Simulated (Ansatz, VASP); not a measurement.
**One calculation of MnO, two programs**

The input INCAR:

```
SYSTEM = MnO
ALGO = Normal ; EDIFF = 1E-6
ENCUT = 700 ; GGA = PE
GGA_COMPAT = .False. ; ISIF = 2
ISMEAR = -1 ; ISPIN = 2
LASPH = .True. ; LCHARG = .True.
LDAU = .True. ; LDAUJ = 0 0
LDAUL = 2 -1 ; LDAUPRINT = 1
LDAUTYPE = 2 ; LDAUU = 2.7 0
LELF = .True. ; LMAXMIX = 4
LORBIT = 11 ; LREAL = .False.
LVHAR = .True. ; LWAVE = .False.
MAGMOM = 4.5 0 ; NBANDS = 22
NELM = 200 ; PREC = Accurate
SIGMA = 0.03
```

File KPOINTS:

```
k-points
0
Gamma
  9 9 9
  0 0 0
```

Contents of POSCAR:

```
MnO
1.0
    0.0000000000      2.2050000000      2.2050000000
    2.2050000000      0.0000000000      2.2050000000
    2.2050000000      2.2050000000      0.0000000000
Mn O
1 1
Direct
    0.0000000000      0.0000000000      0.0000000000
    0.5000000000      0.5000000000      0.5000000000
```

Input for Ansatz:

```yaml
crystal:
  lattice:
    - [0.0, 2.205, 2.205]
    - [2.205, 0.0, 2.205]
    - [2.205, 2.205, 0.0]
  atoms:
    - { symbol: Mn, position: [0.0, 0.0, 0.0], spin: 4.5 }
    - { symbol: O, position: [0.5, 0.5, 0.5] }
magnetization:
  spin_polarized: true
hamiltonian:
  xc: pbe
  pseudopotentials: { kind: paw }
  hubbard: { sites: [{ species: Mn, l: d, u_eff: 2.7 }] }
basis:
  ecutwfc: 420
kpoints:
  mp_grid: { grid: [9, 9, 9] }
scf:
  occupations: { method: fermi_dirac, width: 0.03 }
  lower_state_search: "off"
output:
  forces: true
  stress: true
```

Alike in both runs: task single point; functional PBE; k mesh 9 × 9 × 9; occupations fermi-dirac, width 0.03 eV; collinear spin; Hubbard terms Mn d U = 2.7 eV.

|  | VASP | Ansatz |
| --- | --- | --- |
| version | VASP 6.6.1 | Ansatz 0.2.0 |
| potentials or method | VASP PAW PBE potentials, release 64 (Mn_sv, O), cutoff 700 eV | PAW, plane waves, scalar-relativistic |
| valence electrons in the cell | 21 | 21 |

Ansatz gave:

```
pressure (GPa)                                                : 12.5
net moment per atom (μB)                                      : 2.50
size of the moment on the site where the two differ most (μB) : 4.23
```

Task: Which values does VASP return?

Result: Pressure (GPa): 10.2; net moment per atom (μB): 2.50; size of the moment on the site where the two differ most (μB): 4.44.

Site moments also hang on the region over which each program counts them. The programs project onto different local orbitals, so the same U acts differently, and such runs can settle in different states. Ansatz's warnings: filled band counts differ across k points.
